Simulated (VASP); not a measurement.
Input of a VASP 6.6.1 run:

The input INCAR:

```
ALGO = Normal ; EDIFF = 1E-6
ENCUT = 520 ; GGA = PS
ISIF = 2 ; ISMEAR = -1
LASPH = T ; LCHARG = F
LREAL = F ; LWAVE = F
NBANDS = 56 ; NELM = 60
PREC = Accurate ; SIGMA = 0.05
```

Contents of KPOINTS:

```
k-points
0
Gamma
  5 6 5
```

The input POSCAR:

```
HfO2
1.0
    5.2194633600      0.0000000000      0.0000000000
    0.0000000000      5.0047636900      0.0000000000
    0.0000000000      0.0000000000      5.0326850500
Hf O
4 8
Direct
    0.9669940000      0.7325208200      0.7414403500
    0.5330060000      0.7325208200      0.2414403500
    0.4669940000      0.2674791800      0.7414403500
    0.0330060000      0.2674791800      0.2414403500
    0.6321274500      0.9286454000      0.8792672600
    0.8678725500      0.9286454000      0.3792672600
    0.2339485200      0.5398830500      0.4922923900
    0.2660514800      0.5398830500      0.9922923900
    0.7660514800      0.4601169500      0.9922923900
    0.7339485200      0.4601169500      0.4922923900
    0.1321274500      0.0713546000      0.8792672600
    0.3678725500      0.0713546000      0.3792672600
```

Potentials or basis: VASP PAW PBE potentials, release 64 (Hf_pv, O).

Launch:

```sh
$ cat potpaw_PBE.64/Hf_pv/POTCAR potpaw_PBE.64/O/POTCAR > POTCAR
$ mpirun -np 1 vasp_std > vasp.out
```

(1) Predict the band gap on the k mesh.

(2) What does it give for the pressure?

(3) Estimate the largest force.

Results:

(1) 4.34 eV, indirect (least direct gap 4.55 eV).

(2) -1.5 GPa.

(3) 0.078 eV/Å.

Caveat: the PAW data sets were made with another functional, which shifts forces and pressure a little; spin-orbit coupling is left out, which moves the levels of the heavy elements.
